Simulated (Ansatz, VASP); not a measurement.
## Two plane-wave programs on Mg

The input INCAR:

```
  ALGO = Normal
  EDIFF = 1E-6
  ENCUT = 520
  GGA = PE
  ISIF = 2
  ISMEAR = 0
  LASPH = T
  LCHARG = T
  LELF = T
  LREAL = F
  LVHAR = T
  LWAVE = F
  NBANDS = 7
  NELM = 60
  PREC = Accurate
  SIGMA = 0.1
```

The input KPOINTS:

```
k-points
0
Gamma
  16 16 16
```

The input POSCAR:

```
Mg
1.0
   -1.8432646238      1.8432646238      1.8432646238
    1.8432646238     -1.8432646238      1.8432646238
    1.8432646238      1.8432646238     -1.8432646238
Mg
1
Direct
    0.0000000000      0.0000000000      0.0000000000
```

Input for Ansatz:

```yaml
crystal:
  lattice:
    - [-1.8432646238, 1.8432646238, 1.8432646238]
    - [1.8432646238, -1.8432646238, 1.8432646238]
    - [1.8432646238, 1.8432646238, -1.8432646238]
  atoms:
    - { symbol: Mg, position: [0.0, 0.0, 0.0] }
basis:
  ecutwfc: 420
kpoints:
  mp_grid: { grid: [16, 16, 16] }
hamiltonian:
  xc: pbe
scf:
  occupations: { method: gaussian, width: 0.1 }
output:
  forces: true
  stress: true
  eigenvalues: true
```

Alike in both runs: task single point; functional PBE; k mesh 16 × 16 × 16; occupations gaussian, width 0.1 eV; no spin polarisation.

```csv
,VASP,Ansatz
version,VASP 6.6.1,Ansatz 0.2.0
potentials or method,"VASP PAW PBE potentials, release 64 (Mg), cutoff 520 eV","scalar-relativistic, plane waves, PAW"
valence electrons in the cell,2,10
```

Ansatz gave:

* gap on the k mesh at the Fermi level (eV): none
* pressure (GPa): -2.5

**Question.** Which values does VASP return?

**Answer.** gap on the k mesh at the Fermi level (eV): none; pressure (GPa): -2.7.

A gap of «none» marks a metal or a gap that the smearing closes. The functional is the same, so the differences come from potentials, cutoffs and numerics. VASP's potentials hold 2 valence electrons a cell and Ansatz's 10, so a difference there can come from the potentials and not from the codes.
